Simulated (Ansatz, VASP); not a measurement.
# Two plane-wave programs on K4CuPb

INCAR

```
SYSTEM = K4CuPb
PREC = Accurate ; ENCUT = 600
EDIFF = 1E-7 ; ISMEAR = 0
SIGMA = 0.1 ; LREAL = .False.
LASPH = .True. ; NELM = 100
ALGO = Normal ; ISIF = 3
LWAVE = .False. ; LCHARG = .False.
GGA = PE ; IBRION = 2
NSW = 90 ; EDIFFG = -0.04
```

Contents of KPOINTS:

```
regular mesh
0
Gamma
  4 4 4
  0 0 0
```

Contents of POSCAR:

```
K4CuPb
1.0
    0.0000000000      4.4085432200      4.4085432200
    4.4085432200      0.0000000000      4.4085432200
    4.4085432200      4.4085432200      0.0000000000
K Cu Pb
4 1 1
Direct
    0.8727561500      0.3757479500      0.3757479500
    0.3757479500      0.3757479500      0.3757479500
    0.3757479500      0.8727561500      0.3757479500
    0.3757479500      0.3757479500      0.8727561500
    0.0000000000      0.0000000000      0.0000000000
    0.7500000000      0.7500000000      0.7500000000
```

Input for Ansatz:

```yaml
crystal:
  lattice:
    - [0.0, 4.40854322, 4.40854322]
    - [4.40854322, 0.0, 4.40854322]
    - [4.40854322, 4.40854322, 0.0]
  atoms:
    - { symbol: K, position: [0.87275615, 0.37574795, 0.37574795] }
    - { symbol: K, position: [0.37574795, 0.37574795, 0.37574795] }
    - { symbol: K, position: [0.37574795, 0.87275615, 0.37574795] }
    - { symbol: K, position: [0.37574795, 0.37574795, 0.87275615] }
    - { symbol: Cu, position: [0.0, 0.0, 0.0] }
    - { symbol: Pb, position: [0.75, 0.75, 0.75] }
basis:
  ecutwfc: 420
kpoints:
  mp_grid: { grid: [4, 4, 4] }
hamiltonian:
  xc: pbe
scf:
  occupations: { method: gaussian, width: 0.1 }
  lower_state_search: "off"
output:
  forces: true
  stress: true
  eigenvalues: true
relax:
  adjacent_minimum: "off"
  f_tol: 0.04
  max_steps: 70
  cell: { stress_tol: 0.4 }
```

Change from the starting cell: species swapped into the ErCu4Ag type (F-43m, No. 216).

Alike in both runs: task relaxation of cell and atoms; functional PBE; k mesh 4 × 4 × 4; occupations gaussian, width 0.1 eV; no spin polarisation.

|  | VASP | Ansatz |
| --- | --- | --- |
| version | VASP 6.6.1 | Ansatz 0.2.0 |
| potentials or method | VASP PAW PBE potentials, release 64 (K_sv, Cu, Pb_d), cutoff 600 eV | scalar-relativistic, plane waves, PAW |
| valence electrons in the cell | 61 | 69 |

```csv
,VASP,Ansatz,Ansatz less VASP
"gap on the k mesh at the Fermi level, each at its own relaxed structure (eV)",none,none,-
relaxed volume (Å³/atom),42.23,40.03,-2.195
relaxed length of the cell vector where the two differ most in proportion (Å),7.103,6.977,-0.1253
```

A gap of «none» marks a metal or a gap that the smearing closes. One of these differences is far larger than is usual between the two programs; its cause wasn't traced. VASP's potentials hold 61 valence electrons a cell and Ansatz's 69, so a difference there can come from the potentials and not from the codes.

Spin-orbit coupling is off throughout. Noted on VASP's run: the volume moved by over 15 % at a fixed basis, so the end points are rough.
